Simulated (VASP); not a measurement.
**CdHg: single point with PBE**

Crystal: CdHg.

```xyz
2
Lattice="1.4791 -2.9188 0.0000 1.4791 2.9188 0.0000 0.0000 0.0000 5.7310" Properties=species:S:1:pos:R:3 pbc="T T T"
Cd    0.0000    0.0000    0.0000
Hg    1.4791    0.0000    2.8655
```

| Item | Value |
| --- | --- |
| Program | VASP 6.6.1 |
| Task | single point |
| Functional | PBE |
| Potentials or basis | VASP PAW PBE potentials, release 64 (Cd, Hg) |
| Cutoff | 520 eV |
| k mesh | 16 × 16 × 8 |
| Occupations | gaussian, width 0.1 eV |
| Spin | no spin polarisation |
| Dipole correction | no |
| Further INCAR settings | ALGO = Fast; EDIFF = 1e-07; NBANDS = 19 |

```
Pressure               : 0.3 GPa
Band gap on the k mesh : zero (bands 12 and 13 overlap by 3.15 eV)
```

Stress tensor (GPa, compression positive):
```
0.44 0.00 0.00
0.00 0.19 0.00
0.00 0.00 0.19
```

Levels at points of the mesh, in eV from the Fermi level:
```
           k point  band 10  band 11  band 12  band 13  band 14  band 15
(0.00, 0.00, 0.00)    -6.47    -6.27    -2.69    -2.15    10.23    10.91
(0.50, 0.00, 0.00)    -5.88    -1.70    -1.46     2.12     2.92     4.56
(0.50, 0.50, 0.00)    -5.97    -3.03    -2.23     1.31     1.47     1.59
(0.00, 0.00, 0.50)    -6.49    -6.49    -6.33     4.20     4.33    11.77
(0.50, 0.00, 0.50)    -5.86    -0.91    -0.78    -0.43     0.75     7.71
(0.50, 0.50, 0.50)    -5.97    -2.50    -1.87    -0.71    -0.65     8.15
```

Wall time 2.5 min on 1 thread of Intel(R) Xeon(R) Platinum 8488C (Sapphire Rapids) (shared host), peak memory 0.45 GiB.

Caveat: spin-orbit coupling is left out, which moves the levels of the heavy elements.
